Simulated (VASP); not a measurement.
Wanted: the native input for a VASP 6.6.1 run.

| Item | Value |
| --- | --- |
| Task | relaxation of the atoms |
| Functional | PBE |
| Potentials or basis | VASP PAW PBE potentials, release 64 (Al, H) |
| Cutoff | 520 eV |
| k mesh | 9 × 9 × 1 |
| Occupations | gaussian, width 0.1 eV |
| Spin | no spin polarisation |
| Dipole correction | yes |
| Atoms held fixed (from 0) | [0, 1, 2, 3] |
| Further INCAR settings | ALGO = Normal; EDIFF = 1e-06; IBRION = 2; EDIFFG = -0.025; NSW = 36 |

The structure of Al3H lies in POSCAR:

```
Al3H
1.0
    2.8567582918      0.0000000000      0.0000000000
   -1.4283791459      2.4740252532      0.0000000000
    0.0000000000      0.0000000000     20.1013782055
Al H
3 1
Selective dynamics
Direct
    0.6666666667      0.3333333333      0.1989913308  F F F
    0.3333333333      0.6666666667      0.3134471548  F F F
    0.0000000000      0.0000000000      0.4278999240  F F F
    0.6666666667      0.3333333333      0.3872359257  F F T
```

These files were run (other wordings do the same):

INCAR

```
SYSTEM = Al3H
PREC = Accurate ; ENCUT = 520
EDIFF = 1E-6 ; ISMEAR = 0
SIGMA = 0.1 ; LREAL = .False.
LASPH = .True. ; NELM = 60
ALGO = Normal ; ISIF = 2
LWAVE = .False. ; LCHARG = .False.
LDIPOL = .True. ; IDIPOL = 3
DIPOL = 0.5 0.5 0.332 ; GGA = PE
IBRION = 2 ; NSW = 36
EDIFFG = -0.025
```

KPOINTS

```
regular mesh
0
Gamma
  9 9 1
  0 0 0
```

Potentials or basis: VASP PAW PBE potentials, release 64 (Al, H).

Run with:

```console
$ cat potpaw_PBE.64/Al/POTCAR potpaw_PBE.64/H/POTCAR > POTCAR
$ mpirun -np 1 vasp_std > vasp.out
```

Results of the run:

- Energy gained by relaxing: 34.9 meV/atom
- Ionic steps: 7
- Band gap on the k mesh: zero (band 5 reaches 1.66 eV, above the bottom of band 6 at -0.63 eV)

Run time: 3.4 min on 1 thread of Intel Xeon 8259CL (shared host), peak memory 0.27 GiB.
